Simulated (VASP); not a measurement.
A run of VASP 6.6.1:

The input INCAR:

```
SYSTEM = ScAl2
  PREC = Accurate
  ENCUT = 600
  EDIFF = 1E-6
  ISMEAR = 0
  SIGMA = 0.1
  LREAL = .False.
  LASPH = .True.
  NELM = 80
  ALGO = Fast
  ISIF = 3
  LWAVE = .False.
  LCHARG = .False.
  GGA = PS
  IBRION = 2
  NSW = 80
  EDIFFG = -0.01
```

KPOINTS

```
regular mesh
0
Gamma
  8 8 8
  0 0 0
```

Contents of POSCAR:

```
ScAl2
1.0
    0.0000000000      3.7776526849      3.7776526849
    3.7776526849      0.0000000000      3.7776526849
    3.7776526849      3.7776526849      0.0000000000
Sc Al
2 4
Direct
    0.5000000000      0.5000000000      0.5000000000
    0.7500000000      0.7500000000      0.7500000000
    0.1250000000      0.1250000000      0.1250000000
    0.6250000000      0.1250000000      0.1250000000
    0.1250000000      0.6250000000      0.1250000000
    0.1250000000      0.1250000000      0.6250000000
```

Potentials or basis: VASP PAW PBE potentials, release 64 (Sc_sv, Al).

Run with:

```console
$ cat potpaw_PBE.64/Sc_sv/POTCAR potpaw_PBE.64/Al/POTCAR > POTCAR
$ mpirun -np 1 vasp_std > vasp.out
```

Hardware: 1 thread of Intel(R) Xeon(R) Platinum 8175M CPU @ 2.50GHz (Skylake/Cascade Lake), on a shared host.

Problem. How long does it take, and how much memory?

Solution. It took 11 min on 1 thread of Intel(R) Xeon(R) Platinum 8175M CPU @ 2.50GHz (Skylake/Cascade Lake) (shared host), peak memory 0.37 GiB. Counts: scf iterations 53, k points 29, ion steps 3.
